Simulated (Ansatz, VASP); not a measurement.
# Br: VASP beside Ansatz

Contents of INCAR:

```
SYSTEM = Br
PREC = Accurate ; ENCUT = 600
EDIFF = 1E-7 ; ISMEAR = 0
SIGMA = 0.1 ; LREAL = .FALSE.
LASPH = .TRUE. ; NELM = 80
ALGO = Normal ; ISIF = 3
LWAVE = .FALSE. ; LCHARG = .FALSE.
GGA = PE ; IBRION = 2
NSW = 100 ; EDIFFG = -0.005
```

The input KPOINTS:

```
regular mesh
0
G
  10 10 10
  0 0 0
```

Contents of POSCAR:

```
Br
1.0
    4.5976403833      0.0000000000      0.0000000000
    0.0000000000      4.5976403833      0.0000000000
    0.0000000000      0.0000000000      4.5976403833
Br
3
Direct
    0.5000000000      0.0000000000      0.0000000000
    0.0000000000      0.5000000000      0.0000000000
    0.0000000000      0.0000000000      0.5000000000
```

Input for Ansatz:

```yaml
crystal:
  lattice:
    - [4.5976403833, 0.0, 0.0]
    - [0.0, 4.5976403833, 0.0]
    - [0.0, 0.0, 4.5976403833]
  atoms:
    - { symbol: Br, position: [0.5, 0.0, 0.0] }
    - { symbol: Br, position: [0.0, 0.5, 0.0] }
    - { symbol: Br, position: [0.0, 0.0, 0.5] }
basis:
  ecutwfc: 420
kpoints:
  mp_grid: { grid: [10, 10, 10] }
hamiltonian:
  xc: pbe
scf:
  occupations: { method: gaussian, width: 0.1 }
output:
  forces: true
  stress: true
  eigenvalues: true
relax:
  adjacent_minimum: "off"
  f_tol: 0.005
  max_steps: 80
  cell: { stress_tol: 0.05 }
```

Alike in both runs: task relaxation of cell and atoms; functional PBE; k mesh 10 × 10 × 10; occupations gaussian, width 0.1 eV; no spin polarisation.

|  | VASP | Ansatz |
| --- | --- | --- |
| version | VASP 6.6.1 | Ansatz 0.2.0 |
| potentials or method | VASP PAW PBE potentials, release 64 (Br), cutoff 600 eV | scalar-relativistic, plane waves, PAW |
| valence electrons in the cell | 21 | 21 |

```tsv
	VASP	Ansatz	Ansatz less VASP
gap on the k mesh at the Fermi level, each at its own relaxed structure (eV)	none	none	-
relaxed volume (Å³/atom)	31.43	31.40	-0.028
relaxed cell length with the largest relative difference (Å)	4.552	4.550	-0.0014
```

A gap of «none» marks a metal or a gap that the smearing closes.
